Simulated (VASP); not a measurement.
# Ga3BSb2 (P3m1) in VASP: further runs

Ga3BSb2 is run at these levels: PBE; tasks: single point, relaxation of cell and atoms.

All numbers are computed with VASP 6.6.1; they aren't measurements. Logs are shortened: lines on timing, memory, paths and dates and some standing lists are left out, and cuts for length are marked.

## (1) The cell of the first run

The structure is trigonal, space group P3m1 (No. 156). The conventional cell has a = 3.920 Å, b = 3.920 Å, c = 10.696 Å, α = 90.00°, β = 90.00°, γ = 120.00°. Within 3.5 Å of Ga (site symmetry 3m) lie 4 Sb at 2.64 to 2.66 Å. Ga (site symmetry 3m) has 3 B at 2.28 Å and 1 Sb at 2.87 Å within 3.0 Å. Within 2.7 Å of Ga (site symmetry 3m) lie 1 B at 2.07 Å and 3 Sb at 2.69 Å. Within 2.7 Å of B (site symmetry 3m) lie 4 Ga at 2.07 to 2.28 Å. Sb (site symmetry 3m) has 4 Ga at 2.66 to 2.69 Å within 3.5 Å. Sb (site symmetry 3m) has 4 Ga at 2.64 to 2.87 Å within 3.5 Å.

The cell was generated, and may not be a known phase.

## (2) Single point, PBE

INCAR

```
SYSTEM = Ga3BSb2
PREC = Accurate
ENCUT = 520
EDIFF = 1E-6
ISMEAR = 0
SIGMA = 0.2
LREAL = .FALSE.
LASPH = .TRUE.
NELM = 80
ALGO = Normal
ISIF = 2
LWAVE = .FALSE.
LCHARG = .FALSE.
GGA = PE
NBANDS = 35
```

KPOINTS

```
Automatic mesh
0
G
  5 5 2
  0 0 0
```

POSCAR

```
Ga3BSb2
1.0
    3.9201116936      0.0000000000      0.0000000000
   -1.9600558468      3.3949163123      0.0000000000
    0.0000000000      0.0000000000     10.6960787371
Ga B Sb
3 1 2
Direct
    0.0000000000      0.0000000000      0.2403351226
    0.6666666667      0.3333333333      0.6348412817
    0.3333333333      0.6666666667      0.8548627463
    0.3333333333      0.6666666667      0.6615144000
    0.0000000000      0.0000000000      0.9915159621
    0.6666666667      0.3333333333      0.3669304573
```

Potentials or basis: VASP PAW PBE potentials, release 64 (Ga_d, B, Sb).

Started as:

```sh
$ cat potpaw_PBE.64/Ga_d/POTCAR potpaw_PBE.64/B/POTCAR potpaw_PBE.64/Sb/POTCAR > POTCAR
$ mpirun -np 1 vasp_std > vasp.out
```

OUTCAR:

```text
SYSTEM = Ga3BSb2
   PREC = Accurate
   ENCUT = 520
   EDIFF = 1E-6
   ISMEAR = 0
   LREAL = .FALSE.
   LASPH = .TRUE.
   NELM = 80
   ISIF = 2
   GGA = PE

 ion  position               nearest neighbor table
   1  0.000  0.000  0.240-   6 2.64   6 2.64   6 2.64   5 2.66
   2  0.667  0.333  0.635-   4 2.28   4 2.28   4 2.28   6 2.87
   3  0.333  0.667  0.855-   4 2.07   5 2.69   5 2.69   5 2.69
   4  0.333  0.667  0.662-   3 2.07   2 2.28   2 2.28   2 2.28
   5  0.000  0.000  0.992-   1 2.66   3 2.69   3 2.69   3 2.69
   6  0.667  0.333  0.367-   1 2.64   1 2.64   1 2.64   2 2.87

  LATTYP: Found a hexagonal cell.
 ALAT       =     3.9201116936
 C/A-ratio  =     2.7285137703

  Lattice vectors:

 A1 = (   3.9201116936,   0.0000000000,   0.0000000000)
 A2 = (  -1.9600558468,   3.3949163123,   0.0000000000)
 A3 = (   0.0000000000,   0.0000000000,  10.6960787371)

Analysis of symmetry for initial positions (statically):
=====================================================================
 Subroutine PRICEL returns:
 Original cell was already a primitive cell.

 Routine SETGRP: Setting up the symmetry group for a
 hexagonal supercell.

 Subroutine GETGRP returns: Found  6 space group operations
 (whereof  6 operations were pure point group operations)
 out of a pool of 24 trial point group operations.

The static configuration has the point symmetry C_3v.

Analysis of symmetry for dynamics (positions and initial velocities):
=====================================================================
 Subroutine PRICEL returns:
 Original cell was already a primitive cell.

 Routine SETGRP: Setting up the symmetry group for a
 hexagonal supercell.

 Subroutine GETGRP returns: Found  6 space group operations
 (whereof  6 operations were pure point group operations)
 out of a pool of 24 trial point group operations.

The dynamic configuration has the point symmetry C_3v.

 Subroutine INISYM returns: Found  6 space group operations
 (whereof  6 operations are pure point group operations),
 and found     1 'primitive' translations

----------------------------------------------------------------------------------------

                                     Primitive cell

  volume of cell :     142.3482

  direct lattice vectors                    reciprocal lattice vectors
     3.920111694  0.000000000  0.000000000     0.255094772  0.147279035  0.000000000
    -1.960055847  3.394916312  0.000000000     0.000000000  0.294558071  0.000000000
     0.000000000  0.000000000 10.696078737     0.000000000  0.000000000  0.093492206

  length of vectors
     3.920111694  3.920111694 10.696078737     0.294558071  0.294558071  0.093492206

  position of ions in fractional coordinates (direct lattice)
     0.000000000  0.000000000  0.240335123
     0.666666667  0.333333333  0.634841282
     0.333333333  0.666666667  0.854862746
     0.333333333  0.666666667  0.661514400
     0.000000000  0.000000000  0.991515962
     0.666666667  0.333333333  0.366930457

  ion indices of the primitive-cell ions
   primitive index   ion index
                 1           1
                 2           2
                 3           3
                 4           4
                 5           5
                 6           6

----------------------------------------------------------------------------------------

 KPOINTS: Automatic mesh

Automatic generation of k-mesh.
 Grid dimensions read from file:
 generate k-points for:    5    5    2

 Generating k-lattice:

  Cartesian coordinates                     Fractional coordinates (reciprocal lattice)
     0.051018954  0.029455807  0.000000000     0.200000000  0.000000000  0.000000000
     0.000000000  0.058911614  0.000000000     0.000000000  0.200000000  0.000000000
     0.000000000  0.000000000  0.046746103     0.000000000  0.000000000  0.500000000

  Length of vectors
     0.058911614  0.058911614  0.046746103

  Shift w.r.t. Gamma in fractional coordinates (k-lattice)
     0.000000000  0.000000000  0.000000000

 Subroutine IBZKPT returns following result:
[... 42 lines left out ...]
   NGX = 15   NGY = 15   NGZ = 39

 number of electron      52.0000032 magnetization

 Free energy of the ion-electron system (eV)
  ---------------------------------------------------
  ext. energy  EPLUGINS =         0.00000000
  ---------------------------------------------------
  free energy    TOTEN  =       -21.88348147 eV

  energy without entropy =      -21.82369128  energy(sigma->0) =      -21.85358637

 E-fermi :   4.5463     XC(G=0):  -9.5613

 val. band max:        4.5452113429   @ k =   0.0000   0.0000   0.0000
 cond. band min:       4.5764121459   @ k =   0.4000   0.0000   0.0000
 fundamental gap:      0.0312008031
 Fermi energy:         4.5462746268

 k-point     1 :       0.0000    0.0000    0.0000
  band No.  band energies     occupation
      1     -10.3764      2.00000
      2     -10.3653      2.00000
      3     -10.3653      2.00000
      4     -10.3215      2.00000
      5     -10.3215      2.00000
      6     -10.0834      2.00000
[... 27 lines left out ...]
     34       9.7278      0.00000
     35       9.7279      0.00000

 k-point     2 :       0.2000    0.0000    0.0000
  band No.  band energies     occupation
      1     -10.3872      2.00000
      2     -10.3662      2.00000
      3     -10.3607      2.00000
      4     -10.3255      2.00000
      5     -10.3182      2.00000
      6     -10.0956      2.00000
[... 27 lines left out ...]
     34      10.3021      0.00000
     35      10.5124      0.00000

 k-point     3 :       0.4000    0.0000    0.0000
  band No.  band energies     occupation
      1     -10.4132      2.00000
      2     -10.3596      2.00000
      3     -10.3568      2.00000
      4     -10.3303      2.00000
      5     -10.3091      2.00000
      6     -10.1155      2.00000
[... 27 lines left out ...]
     34       9.6644      0.00000
     35       9.9051      0.00000
[... 191 lines left out ...]
 k-point     9 :       0.2000    0.2000    0.5000
  band No.  band energies     occupation
      1     -10.4049      2.00000
      2     -10.3629      2.00000
      3     -10.3577      2.00000
      4     -10.3273      2.00000
      5     -10.3142      2.00000
      6     -10.1066      2.00000
[... 27 lines left out ...]
     34      10.3948      0.00000
     35      10.5243      0.00000

 k-point    10 :       0.4000    0.2000    0.5000
  band No.  band energies     occupation
      1     -10.4150      2.00000
      2     -10.3612      2.00000
      3     -10.3570      2.00000
      4     -10.3262      2.00000
      5     -10.3127      2.00000
      6     -10.1133      2.00000
[... 27 lines left out ...]
     34       9.8399      0.00000
     35      10.5495      0.00000

------------------------ aborting loop because EDIFF is reached ----------------------------------------

  FORCE on cell =-STRESS in cart. coord.  units (eV):
  Direction    XX          YY          ZZ          XY          YZ          ZX
  --------------------------------------------------------------------------------------
  -------------------------------------------------------------------------------------
  Total        0.0720821      0.0720821      0.3265258     -0.0000000      0.0000000     -0.0000000
  in kB        0.8113087      0.8113087      3.6751578     -0.0000000      0.0000000     -0.0000000
  external PRESSURE =       1.7659250 kB  Pullay stress =       0.0000000 kB

 VOLUME and BASIS-vectors are now :
 -----------------------------------------------------------------------------
  energy-cutoff  :      520.00
  volume of cell :      142.35
      direct lattice vectors                 reciprocal lattice vectors
     3.920111694  0.000000000  0.000000000     0.255094772  0.147279035  0.000000000
    -1.960055847  3.394916312  0.000000000     0.000000000  0.294558071  0.000000000
     0.000000000  0.000000000 10.696078737     0.000000000  0.000000000  0.093492206

 POSITION                                       TOTAL-FORCE (eV/Angst)
 -----------------------------------------------------------------------------------
      0.00000      0.00000      2.57064        -0.000000      0.000000     -0.036073
      1.96006      1.13164      6.79031        -0.000000      0.000000     -0.018265
     -0.00000      2.26328      9.14368         0.000000     -0.000000     -0.030515
     -0.00000      2.26328      7.07561        -0.000000      0.000000      0.038700
      0.00000      0.00000     10.60533         0.000000     -0.000000      0.007868
      1.96006      1.13164      3.92472         0.000000     -0.000000      0.038286
 -----------------------------------------------------------------------------------
    total drift:                               -0.000003      0.000003      0.002058

  FREE ENERGIE OF THE ION-ELECTRON SYSTEM (eV)
  ---------------------------------------------------
  free  energy   TOTEN  =       -21.8834814656 eV

  energy  without entropy=      -21.8236912815  energy(sigma->0) =      -21.85358637
```

It took 2 min on 1 thread of Intel Xeon 8259CL, shared host; peak memory 0.28 GiB.

Results:

| Property | Result |
| --- | --- |
| Free energy | -21.8835 eV |
| Pressure | 0.2 GPa |
| Largest force | 0.039 eV/Å |
| Band gap on the k mesh | zero (bands 26 and 27 overlap by 2.38 eV) |

Forces in eV/Å, atoms in the order of the input:
```
Ga   0.000  0.000 -0.036
Ga   0.000  0.000 -0.018
Ga   0.000  0.000 -0.031
B    0.000  0.000  0.039
Sb   0.000  0.000  0.008
Sb   0.000  0.000  0.038
```

Caveat: the k points lie up to 0.37 Å⁻¹ apart, too coarse for converged energies and pressures of a metal; spin-orbit coupling is left out, which moves the levels of the heavy elements.

## (3) Relaxation of cell and atoms, PBE

This run uses another cell than the first one, of 24.86 Å³/atom.

INCAR

```
SYSTEM = Ga3BSb2
  PREC = Accurate
  ENCUT = 600
  EDIFF = 1E-6
  ISMEAR = 0
  SIGMA = 0.2
  LREAL = .False.
  LASPH = .True.
  NELM = 80
  ALGO = Normal
  ISIF = 3
  LWAVE = .False.
  LCHARG = .False.
  GGA = PE
  IBRION = 2
  NSW = 36
  EDIFFG = -0.08
```

KPOINTS

```
regular mesh
0
Gamma
  5 5 2
  0 0 0
```

POSCAR

```
Ga3BSb2
1.0
    4.1418425200      0.0000000000      0.0000000000
   -2.0709212600      3.5869408400      0.0000000000
    0.0000000000      0.0000000000     10.0385067400
Ga B Sb
3 1 2
Direct
    0.0000000000      0.0000000000      0.2506069500
    0.6666666700      0.3333333300      0.5939947400
    0.3333333300      0.6666666700      0.9075262000
    0.3333333300      0.6666666700      0.6628438200
    0.0000000000      0.0000000000      0.9967239500
    0.6666666700      0.3333333300      0.3383043100
```

Potentials or basis: VASP PAW PBE potentials, release 64 (Ga_d, B, Sb).

Started as:

```sh
$ cat potpaw_PBE.64/Ga_d/POTCAR potpaw_PBE.64/B/POTCAR potpaw_PBE.64/Sb/POTCAR > POTCAR
$ mpirun -np 1 vasp_std > vasp.out
```

It took 22 min on 1 thread of Intel Xeon 8259CL, shared host; peak memory 0.36 GiB.

The run converged. Its results:

- Free energy: -21.8942 eV
- Relaxed volume: 23.79 Å³/atom
- Relaxed cell: a = 3.879 Å, b = 3.879 Å, c = 10.955 Å, α = 90.00°, β = 90.00°, γ = 120.00°
- Space group after relaxing (to 0.1 Å): P3m1 (No. 156)
- Energy gained by relaxing: 181.9 meV/atom
- Ionic steps: 17
- Pressure after relaxing: -0.2 GPa
- Largest force after relaxing: 0.076 eV/Å
- Band gap on the k mesh: zero (bands 26 and 27 overlap by 2.36 eV)

Forces on the atoms (eV/Å):
```
Ga   0.000  0.000 -0.076
Ga   0.000  0.000  0.006
Ga   0.000  0.000  0.036
B    0.000  0.000  0.058
Sb   0.000  0.000  0.026
Sb   0.000  0.000 -0.050
```

Stress tensor (GPa, compression positive):
```
-0.33  0.00  0.00
 0.00 -0.33  0.00
 0.00  0.00  0.01
```

The path:
| step | energy change (eV) | largest force (eV/Å) | pressure (GPa) | volume (Å³) |
| --- | --- | --- | --- | --- |
| 1 | 0.0000 | 2.2235 | 2.24 | 149.14 |
| 2 | -0.3586 | 1.6258 | -1.18 | 156.74 |
| 3 | -0.4515 | 1.1808 | -3.11 | 162.87 |
| 4 | -0.7385 | 0.7195 | -1.72 | 155.74 |
| 5 | -0.7847 | 1.0462 | -0.55 | 151.93 |
| 6 | -0.9242 | 0.8245 | 0.65 | 146.44 |
| 7 | -0.9648 | 0.8369 | 1.94 | 141.98 |
| 8 | -1.0652 | 0.3495 | -0.40 | 145.09 |
| 9 | -1.0657 | 0.3622 | -0.58 | 145.35 |
| 10 | -1.0763 | 0.1698 | -0.22 | 143.81 |
| 11 | -1.0765 | 0.2024 | -0.08 | 143.55 |
| 12 | -1.0827 | 0.0469 | 0.21 | 142.47 |
| 13 | -1.0839 | 0.0562 | 0.38 | 141.93 |
| 14 | -1.0841 | 0.0776 | 0.46 | 141.67 |
| 15 | -1.0885 | 0.1199 | -0.10 | 142.75 |
| 16 | -1.0886 | 0.1259 | -0.19 | 142.89 |
| 17 | -1.0917 | 0.0756 | -0.22 | 142.76 |

Final structure:
```
Ga B Sb
1.0
     3.87917    0.00000    0.00000
    -1.93959    3.35946    0.00000
     0.00000    0.00000   10.95487
Ga B Sb
3 1 2
Direct
  0.00000 0.00000 0.23770
  0.66667 0.33333 0.63644
  0.33333 0.66667 0.85130
  0.33333 0.66667 0.66327
  0.00000 0.00000 0.99248
  0.66667 0.33333 0.36882
```

Levels at points of the mesh, in eV from the Fermi level:
```
           k point  band 24  band 25  band 26  band 27  band 28  band 29
(0.00, 0.00, 0.00)     0.94     0.94     1.25     1.69     1.69     3.18
(0.00, 0.00, 0.50)     1.20     1.20     1.47     1.47     3.04     3.21
```

Caveat: spin-orbit coupling is left out, which moves the levels of the heavy elements; the relaxation stopped at a loose force limit of 0.08 eV/Å, so its end isn't a converged minimum.

## (4) Single point, PBE

This run uses another cell than the first one, of 21.89 Å³/atom.

INCAR

```
ALGO = Normal
EDIFF = 1E-6
ENCUT = 520
GGA = PE
ISIF = 2
ISMEAR = 0
LASPH = True
LCHARG = False
LREAL = False
LWAVE = False
NBANDS = 35
NELM = 80
PREC = Accurate
SIGMA = 0.1
```

KPOINTS

```
k-points
0
Gamma
  12 12 4
```

POSCAR

```
Ga3BSb2
1.0
    3.7523459740      0.0000000000      0.0000000000
   -1.8761729870      3.2496269373      0.0000000000
    0.0000000000      0.0000000000     10.7735721428
Ga B Sb
3 1 2
Direct
    0.6666666667      0.3333333333      0.0806985287
    0.6666666667      0.3333333333      0.4343304340
    0.0000000000      0.0000000000      0.5879672837
    0.0000000000      0.0000000000      0.7815990365
    0.3333333333      0.6666666667      0.8502206667
    0.3333333333      0.6666666667      0.2651840704
```

Started as:

```sh
$ cat potpaw_PBE.64/Ga_d/POTCAR potpaw_PBE.64/B/POTCAR potpaw_PBE.64/Sb/POTCAR > POTCAR
$ mpirun -np 1 vasp_std > vasp.out
```

Run time: 7.8 min. Hardware: 1 thread of Intel Xeon 8259CL, shared host; peak memory 0.43 GiB.

Results (log left out):

| Item | Value |
| --- | --- |
| Free energy | -22.2089 eV |
| Pressure | 0.1 GPa |
| Largest force | 0.037 eV/Å |
| Band gap on the k mesh | zero (bands 26 and 27 overlap by 3.94 eV) |

Forces in eV/Å, atoms in the order of the input:
```
Ga   0.000  0.000 -0.008
Ga   0.000  0.000  0.006
Ga   0.000  0.000  0.003
B    0.000  0.000 -0.035
Sb   0.000  0.000  0.037
Sb   0.000  0.000 -0.003
```

Levels at points of the mesh, in eV from the Fermi level:
```csv
k point,band 24,band 25,band 26,band 27,band 28,band 29
"(0.00, 0.00, 0.00)",0.41,1.64,1.64,2.35,3.47,3.47
"(0.50, 0.00, 0.00)",-2.41,-2.04,-1.12,-0.55,1.60,1.84
"(0.00, 0.00, 0.50)",1.65,1.65,2.21,2.61,3.34,3.34
"(0.50, 0.00, 0.50)",-2.41,-0.60,-0.35,-0.22,0.59,1.78
```

Caveat: spin-orbit coupling is left out, which moves the levels of the heavy elements.

## (5) Single point, PBE

This run uses another cell than the first one, of 21.90 Å³/atom.

INCAR

```
ALGO = Normal
EDIFF = 1E-6
ENCUT = 520
GGA = PE
ISIF = 2
ISMEAR = 0
LASPH = T
LCHARG = F
LREAL = F
LWAVE = F
NBANDS = 35
NELM = 80
PREC = Accurate
SIGMA = 0.1
```

KPOINTS is that of step 4.

POSCAR

```
Ga3BSb2
1.0
    3.7521555767      0.0000000000      0.0000000000
   -1.8760777883      3.2494620484      0.0000000000
    0.0000000000      0.0000000000     10.7765139415
Ga B Sb
3 1 2
Direct
    0.6666666667      0.3333333333      0.0806755081
    0.6666666667      0.3333333333      0.4343925450
    0.0000000000      0.0000000000      0.5879537140
    0.0000000000      0.0000000000      0.7815593180
    0.3333333333      0.6666666667      0.8501874203
    0.3333333333      0.6666666667      0.2652315146
```

Started as:

```sh
$ cat potpaw_PBE.64/Ga_d/POTCAR potpaw_PBE.64/B/POTCAR potpaw_PBE.64/Sb/POTCAR > POTCAR
$ mpirun -np 1 vasp_std > vasp.out
```

It took 7.1 min on 1 thread of Intel Xeon 8259CL, shared host; peak memory 0.43 GiB.

The run converged. Its results:

| Property | Result |
| --- | --- |
| Free energy | -22.2089 eV |
| Pressure | 0.1 GPa |
| Largest force | 0.036 eV/Å |
| Band gap on the k mesh | zero (bands 26 and 27 overlap by 3.94 eV) |

Forces on the atoms (eV/Å):
```
Ga   0.000  0.000 -0.006
Ga   0.000  0.000  0.002
Ga   0.000  0.000  0.006
B    0.000  0.000 -0.035
Sb   0.000  0.000  0.036
Sb   0.000  0.000 -0.003
```

Levels at points of the mesh, in eV from the Fermi level:
```
           k point  band 22  band 23  band 24  band 25  band 26  band 27  band 28  band 29  band 30  band 31
(0.00, 0.00, 0.00)    -0.57    -0.40     0.41     1.64     1.64     2.36     3.48     3.48     4.09     4.09
(0.50, 0.00, 0.00)    -2.51    -2.44    -2.41    -2.04    -1.12    -0.54     1.60     1.84     2.20     2.99
(0.00, 0.00, 0.50)    -0.57    -0.57     1.65     1.65     2.22     2.61     3.35     3.35     3.66     4.25
(0.50, 0.00, 0.50)    -3.50    -3.22    -2.40    -0.60    -0.35    -0.22     0.59     1.78     2.17     2.43
```

Caveat: spin-orbit coupling is left out, which moves the levels of the heavy elements.

## (6) Summary

| task | cell | k mesh | cutoff (eV) | smearing | gap on the mesh (eV) | pressure (GPa) | largest force (eV/Å) |
| --- | --- | --- | --- | --- | --- | --- | --- |
| single point | a = 3.920, b = 3.920, c = 10.696 Å, angles 90.0, 90.0, 120.0°, 6 atoms, atomic positions A | 5 × 5 × 2 | 520 | gaussian 0.2 eV | none | 0.2 | 0.04 |
| relaxation of cell and atoms | relaxed from a = 4.142, b = 4.142, c = 10.039 Å, angles 90.0, 90.0, 120.0°, 6 atoms, atomic positions B | 5 × 5 × 2 | 600 | gaussian 0.2 eV | none | -0.2 | 0.08 |
| single point | a = 3.752, b = 3.752, c = 10.774 Å, angles 90.0, 90.0, 120.0°, 6 atoms, atomic positions C | 12 × 12 × 4 | 520 | gaussian 0.1 eV | none | 0.1 | 0.04 |
| single point | a = 3.752, b = 3.752, c = 10.777 Å, angles 90.0, 90.0, 120.0°, 6 atoms, atomic positions D | 12 × 12 × 4 | 520 | gaussian 0.1 eV | none | 0.1 | 0.04 |

Alike in all rows: level PBE; potentials or basis VASP PAW PBE potentials, release 64 (Ga_d, B, Sb); no spin polarisation.

Caveats: some runs use coarse meshes; spin-orbit coupling is left out, which moves the levels of the heavy elements; the relaxation stopped at a loose force limit of 0.08 eV/Å, so its end isn't a converged minimum (at least some runs).

Absolute energies hang on the potentials; compare differences alone.

The gap in the log of VASP goes by the Fermi energy; the results here count the filled bands.